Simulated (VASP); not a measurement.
# Sc (Fm-3m) in VASP: notebook

Sc is run at these levels: PBE; tasks: single point.

Program: VASP 6.6.1. These are calculated values, not measurements. Logs are shortened: lines on timing, memory, paths and dates and some standing lists are left out, and cuts for length are marked.

### 1 The cell of the first run

The structure is cubic, space group Fm-3m (No. 225). Conventional cell: a = 4.626 Å, b = 4.626 Å, c = 4.626 Å, α = 90.00°, β = 90.00°, γ = 90.00°. Within 4.3 Å of Sc (site symmetry m-3m) lie 12 Sc at 3.27 Å.

This isn't the form of Sc at room conditions, which is hcp.

### 2 Single point, PBE

File INCAR:

```
ALGO     = Normal         # electronic algorithm
EDIFF    = 1E-6           # SCF threshold, eV
ENCUT    = 500            # plane-wave cutoff, eV
GGA      = PE             # functional
GGA_COMPAT= F            
ISIF     = 2              # what is computed and relaxed
ISMEAR   = -1             # smearing method
LASPH    = T              # aspherical terms in the spheres
LCHARG   = F              # write CHGCAR
LREAL    = F              # projectors in reciprocal space
LWAVE    = F              # write WAVECAR
NBANDS   = 12             # bands
NELM     = 120            # most SCF steps
PREC     = Accurate       # precision mode
SIGMA    = 0.1            # smearing width, eV
```

File KPOINTS:

```
k-points
0
Gamma
  12 12 12
```

File POSCAR:

```
Sc
1.0
    0.0000000000      2.3130827664      2.3130827664
    2.3130827664      0.0000000000      2.3130827664
    2.3130827664      2.3130827664      0.0000000000
Sc
1
Direct
    0.0000000000      0.0000000000      0.0000000000
```

Potentials or basis: VASP PAW PBE potentials, release 64 (Sc_sv).

Run with:

```bash
cat potpaw_PBE.64/Sc_sv/POTCAR > POTCAR
mpirun -np 1 vasp_std > vasp.out
```

OUTCAR:

```text
EDIFF = 1E-6
   ENCUT = 500
   GGA = PE
   ISIF = 2
   ISMEAR = -1
   LASPH = T
   LREAL = F
   NELM = 120
   PREC = Accurate

 ion  position               nearest neighbor table
   1  0.000  0.000  0.000-

  LATTYP: Found a face centered cubic cell.
 ALAT       =     4.6261655328

  Lattice vectors:

 A1 = (   0.0000000000,   2.3130827664,   2.3130827664)
 A2 = (   2.3130827664,   0.0000000000,   2.3130827664)
 A3 = (   2.3130827664,   2.3130827664,   0.0000000000)

Analysis of symmetry for initial positions (statically):
=====================================================================
 Subroutine PRICEL returns:
 Original cell was already a primitive cell.

 Routine SETGRP: Setting up the symmetry group for a
 face centered cubic supercell.

 Subroutine GETGRP returns: Found 48 space group operations
 (whereof 48 operations were pure point group operations)
 out of a pool of 48 trial point group operations.

The static configuration has the point symmetry O_h .

Analysis of symmetry for dynamics (positions and initial velocities):
=====================================================================
 Subroutine PRICEL returns:
 Original cell was already a primitive cell.

 Routine SETGRP: Setting up the symmetry group for a
 face centered cubic supercell.

 Subroutine GETGRP returns: Found 48 space group operations
 (whereof 48 operations were pure point group operations)
 out of a pool of 48 trial point group operations.

The dynamic configuration has the point symmetry O_h .

 Subroutine INISYM returns: Found 48 space group operations
 (whereof 48 operations are pure point group operations),
 and found     1 'primitive' translations

----------------------------------------------------------------------------------------

                                     Primitive cell

  volume of cell :      24.7516

  direct lattice vectors                    reciprocal lattice vectors
     0.000000000  2.313082766  2.313082766    -0.216161742  0.216161742  0.216161742
     2.313082766  0.000000000  2.313082766     0.216161742 -0.216161742  0.216161742
     2.313082766  2.313082766  0.000000000     0.216161742  0.216161742 -0.216161742

  length of vectors
     3.271193019  3.271193019  3.271193019     0.374403120  0.374403120  0.374403120

  position of ions in fractional coordinates (direct lattice)
     0.000000000  0.000000000  0.000000000

  ion indices of the primitive-cell ions
   primitive index   ion index
                 1           1

----------------------------------------------------------------------------------------

 KPOINTS: k-points

Automatic generation of k-mesh.
 Grid dimensions read from file:
 generate k-points for:   12   12   12

 Generating k-lattice:

  Cartesian coordinates                     Fractional coordinates (reciprocal lattice)
    -0.018013478  0.018013478  0.018013478     0.083333333  0.000000000  0.000000000
     0.018013478 -0.018013478  0.018013478     0.000000000  0.083333333  0.000000000
     0.018013478  0.018013478 -0.018013478     0.000000000  0.000000000  0.083333333

  Length of vectors
     0.031200260  0.031200260  0.031200260

  Shift w.r.t. Gamma in fractional coordinates (k-lattice)
     0.000000000  0.000000000  0.000000000

 Subroutine IBZKPT returns following result:
 ===========================================

 Found     72 irreducible k-points:

 Following reciprocal coordinates:
            Coordinates               Weight
  0.000000  0.000000  0.000000      1.000000
  0.083333  0.000000  0.000000      8.000000
  0.166667  0.000000  0.000000      8.000000
  0.250000  0.000000  0.000000      8.000000
  0.333333  0.000000  0.000000      8.000000
  0.416667  0.000000  0.000000      8.000000
[... 16 lines left out ...]
  0.500000  0.166667  0.000000     24.000000
 -0.416667  0.166667  0.000000     24.000000
 [... further k-points ...]
   k-points           NKPTS =     72   k-points in BZ     NKDIM =     72   number of bands    NBANDS=     12
   number of dos      NEDOS =    301   number of ions     NIONS =      1
   total plane-waves  NPLWV =  13824
   dimension x,y,z NGX =    24 NGY =   24 NGZ =   24
   dimension x,y,z NGXF=    48 NGYF=   48 NGZF=   48
   ions per type =               1
   NGX,Y,Z   is equivalent  to a cutoff of  12.20, 12.20, 12.20 a.u.
   NGXF,Y,Z  is equivalent  to a cutoff of  24.39, 24.39, 24.39 a.u.
 SYSTEM =  unknown system
   PREC   = accura    normal or accurate (medium, high low for compatibility)
   ISTART =      0    job   : 0-new  1-cont  2-samecut
   ICHARG =      2    charge: 1-file 2-atom 10-const
   ISPIN  =      1    spin polarized calculation?
   LNONCOLLINEAR =      F non collinear calculations
   LSORBIT =      F    spin-orbit coupling
   LASPH  =      T    aspherical Exc in radial PAW
   ENCUT  =  500.0 eV  36.75 Ry    6.06 a.u.   5.96  5.96  5.96*2*pi/ulx,y,z
   NELM   =    120;   NELMIN=  2; NELMDL= -5     # of ELM steps
   EDIFF  = 0.1E-05   stopping-criterion for ELM
   LREAL  =      F    real-space projection
   EDIFFG = 0.1E-04   stopping-criterion for IOM
   NSW    =      0    number of steps for IOM
   IBRION =     -1    ionic relax: 0-MD 1-quasi-New 2-CG
   NFREE  =      0    steps in history (QN), initial steepest desc. (CG)
   ISIF   =      2    stress and relaxation
   ISYM   =      2    0-nonsym 1-usesym 2-fastsym
   POTIM  = 0.5000    time-step for ionic-motion
   TEBEG  =    0.0;   TEEND  =   0.0 temperature during run
   PSTRESS=    0.0 pullay stress
   NELECT =      11.0000    total number of electrons
   NUPDOWN=      -1.0000    fix difference up-down
   EMIN   =  10.00;   EMAX   =-10.00  energy-range for DOS
   EFERMI =   0.00;   METHOD = LEGACY
   ISMEAR =    -1;   SIGMA  =   0.10  broadening in eV -4-tet -1-fermi 0-gaus
   EFERMI_NEDOS =   21; number of points for ismear=-14 and -15
   IALGO  =     38    algorithm
   IMIX   =      4    mixing-type and parameters
     AMIX     =   0.40;   BMIX     =  1.00
     AMIX_MAG =   1.60;   BMIX_MAG =  1.00
  volume/ion in A,a.u.               =      24.75       167.03
  Fermi-wavevector in a.u.,A,eV,Ry     =   1.249313  2.360859 21.235738  1.560783
  Thomas-Fermi vector in A             =   2.383359
   LORBIT       =      0    0 simple, 1 ext, 2 COOP (PROOUT), +10 PAW based schemes
   GGA     = PE    functional components
   LHFCALC =     F    Hartree Fock is set to
   AEXX    =    0.0000 exact exchange contribution
   IVDW    =     0    specifies the selected vdW correction
   LEPSILON=     F    determine dielectric tensor
   LRPA    =     F    only Hartree local field effects (RPA)
 non-spin polarized calculation
  energy-cutoff  :      500.00
  volume of cell :       24.75
 maximum number of plane-waves:       642
   NGX = 11   NGY = 11   NGZ = 11

 number of electron      11.0000000 magnetization

 Free energy of the ion-electron system (eV)
  ---------------------------------------------------
  ext. energy  EPLUGINS =         0.00000000
  ---------------------------------------------------
  free energy    TOTEN  =        -6.23349108 eV

  energy without entropy =       -6.16976842  energy(sigma->0) =       -6.20162975

 E-fermi :   3.7194     XC(G=0):  -9.8587

 val. band max:        3.6511114720   @ k =  -0.4167   0.3333   0.1667
 cond. band min:       3.7584668610   @ k =  -0.2500   0.4167   0.1667
 fundamental gap:      0.1073553890
 Fermi energy:         3.7193737422

 k-point     1 :       0.0000    0.0000    0.0000
  band No.  band energies     occupation
      1     -45.7322      2.00000
      2     -24.1511      2.00000
      3     -24.1511      2.00000
      4     -24.1511      2.00000
      5      -1.4670      2.00000
      6       5.2901      0.00000
      7       5.2901      0.00000
      8       5.2901      0.00000
      9       6.6589      0.00000
     10       6.6589      0.00000
     11      16.1957      0.00000
     12      19.5692      0.00000

 k-point     2 :       0.0833    0.0000    0.0000
  band No.  band energies     occupation
      1     -45.7283      2.00000
      2     -24.1779      2.00000
      3     -24.1546      2.00000
      4     -24.1546      2.00000
      5      -1.2920      2.00000
      6       5.1616      0.00000
      7       5.3535      0.00000
      8       5.3535      0.00000
      9       6.6153      0.00000
     10       6.6153      0.00000
     11      16.3348      0.00000
     12      18.2740      0.00000

 k-point     3 :       0.1667    0.0000    0.0000
  band No.  band energies     occupation
      1     -45.7178      2.00000
      2     -24.2505      2.00000
      3     -24.1640      2.00000
      4     -24.1640      2.00000
      5      -0.7877      2.00000
      6       4.8376      0.00003
      7       5.4801      0.00000
      8       5.4801      0.00000
      9       6.5641      0.00000
     10       6.5641      0.00000
     11      15.8671      0.00000
     12      17.0272      0.00000
[... 286 lines left out ...]
 k-point    23 :       0.5000    0.1667    0.0000
  band No.  band energies     occupation
      1     -45.6694      2.00000
      2     -24.4992      2.00000
      3     -24.2597      2.00000
      4     -24.2242      2.00000
      5       2.3167      2.00000
      6       3.5925      1.56095
      7       4.7921      0.00004
      8       5.6352      0.00000
      9       7.5762      0.00000
     10       7.9707      0.00000
     11      10.5475      0.00000
     12      15.2849      0.00000

 k-point    24 :      -0.4167    0.1667    0.0000
  band No.  band energies     occupation
      1     -45.6685      2.00000
      2     -24.5026      2.00000
      3     -24.2724      2.00000
      4     -24.2163      2.00000
      5       2.4494      1.99999
      6       3.6172      1.47053
      7       4.7556      0.00006
      8       5.5832      0.00000
      9       7.3527      0.00000
     10       8.2653      0.00000
     11      10.3850      0.00000
     12      14.8850      0.00000

 [... further k-points ...]
[... 5 lines left out ...]
  --------------------------------------------------------------------------------------
  -------------------------------------------------------------------------------------
  Total        0.0080999      0.0080999      0.0080999     -0.0000000     -0.0000000     -0.0000000
  in kB        0.5243084      0.5243084      0.5243084     -0.0000000     -0.0000000     -0.0000000
  external PRESSURE =       0.5243084 kB  Pullay stress =       0.0000000 kB

 VOLUME and BASIS-vectors are now :
 -----------------------------------------------------------------------------
  energy-cutoff  :      500.00
  volume of cell :       24.75
      direct lattice vectors                 reciprocal lattice vectors
     0.000000000  2.313082766  2.313082766    -0.216161742  0.216161742  0.216161742
     2.313082766  0.000000000  2.313082766     0.216161742 -0.216161742  0.216161742
     2.313082766  2.313082766  0.000000000     0.216161742  0.216161742 -0.216161742

 POSITION                                       TOTAL-FORCE (eV/Angst)
 -----------------------------------------------------------------------------------
      0.00000      0.00000      0.00000        -0.000000     -0.000000     -0.000000
 -----------------------------------------------------------------------------------
    total drift:                               -0.000000      0.000000      0.000000

  FREE ENERGIE OF THE ION-ELECTRON SYSTEM (eV)
  ---------------------------------------------------
  free  energy   TOTEN  =        -6.2334910777 eV

  energy  without entropy=       -6.1697684231  energy(sigma->0) =       -6.20162975
```

It took 24 s on 1 thread of Intel Xeon 8259CL, shared host; peak memory 0.14 GiB.

What came out:

```
Free energy            : -6.2335 eV
Pressure               : 0.1 GPa
Band gap on the k mesh : zero (an odd number of electrons rules out a gap without spin polarisation)
```

### 3 Single point, PBE (21.78 Å³/atom)

This run uses another cell than the first one, of 21.78 Å³/atom.

File INCAR:

```
SYSTEM = Sc
PREC = Accurate
ENCUT = 500
EDIFF = 1E-6
ISMEAR = -1
SIGMA = 0.1
LREAL = .False.
LASPH = .True.
NELM = 120
ALGO = Normal
ISIF = 2
LWAVE = .False.
LCHARG = .False.
GGA = PE
NBANDS = 12
GGA_COMPAT = .False.
```

File KPOINTS:

```
regular mesh
0
Gamma
  13 13 13
  0 0 0
```

File POSCAR:

```
Sc
1.0
    0.0000000000      2.2165901396      2.2165901396
    2.2165901396      0.0000000000      2.2165901396
    2.2165901396      2.2165901396      0.0000000000
Sc
1
Direct
    0.0000000000      0.0000000000      0.0000000000
```

Potentials or basis: VASP PAW PBE potentials, release 64 (Sc_sv).

Run with:

```bash
cat potpaw_PBE.64/Sc_sv/POTCAR > POTCAR
mpirun -np 1 vasp_std > vasp.out
```

Wall time 21 s (1 thread of Intel Xeon 8259CL, shared host); peak memory 0.15 GiB.

Results (log left out):

| Item | Value |
| --- | --- |
| Free energy | -6.1633 eV |
| Pressure | 8.0 GPa |
| Band gap on the k mesh | zero (an odd number of electrons rules out a gap without spin polarisation) |

Levels at points of the mesh, in eV from the Fermi level:
| k point | band 3 | band 4 | band 5 | band 6 | band 7 | band 8 |
| --- | --- | --- | --- | --- | --- | --- |
| (0.00, 0.00, 0.00) | -27.45 | -27.45 | -5.41 | 1.74 | 1.74 | 1.74 |

Caveat: the cell stands under pressure.

The gap in the log of VASP goes by the Fermi energy; the results here count the filled bands.